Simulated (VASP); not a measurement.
Write the native input for VASP 6.6.1 that does the following.

```
Task                   : single point
Functional             : PBE
Potentials or basis    : VASP PAW PBE potentials, release 64 (Sr_sv, O)
Cutoff                 : 520 eV
k mesh                 : 9 × 9 × 5
Occupations            : fermi-dirac, width 0.05 eV
Spin                   : no spin polarisation
Dipole correction      : no
Further INCAR settings : ALGO = Normal; EDIFF = 1e-06; NBANDS = 24
```

The structure of SrO lies in POSCAR:

```
SrO
1.0
    3.6000472431      0.0000000000      0.0000000000
   -1.8000236215      3.1177323673      0.0000000000
    0.0000000000      0.0000000000      6.2991199937
Sr O
2 2
Direct
    0.6666666667      0.3333333333      0.7500000000
    0.3333333333      0.6666666667      0.2500000000
    0.0000000000      0.0000000000      0.5000000000
    0.0000000000      0.0000000000      0.0000000000
```

These files were run (other wordings do the same):

INCAR

```
SYSTEM = SrO
ALGO = Normal
EDIFF = 1E-6
ENCUT = 520
GGA = PE
ISIF = 2
ISMEAR = -1
LASPH = .True.
LCHARG = .True.
LELF = .True.
LREAL = .False.
LVHAR = .True.
LWAVE = .False.
NBANDS = 24
NELM = 80
PREC = Accurate
SIGMA = 0.05
```

KPOINTS

```
k-points
0
Gamma
  9 9 5
  0 0 0
```

Potentials or basis: VASP PAW PBE potentials, release 64 (Sr_sv, O).

Launch:

```bash
$ cat potpaw_PBE.64/Sr_sv/POTCAR potpaw_PBE.64/O/POTCAR > POTCAR
$ mpirun -np 1 vasp_std > vasp.out
```

Results of the run:

| Property | Result |
| --- | --- |
| Pressure | -1.3 GPa |
| Band gap on the k mesh | 2.86 eV |

Caveat: an odd mesh through Γ misses points on the zone boundary, where band edges can lie.

It took 35 s on 1 thread of AMD EPYC 9R45 (Zen 5), with other jobs on the host, peak memory 0.18 GiB.
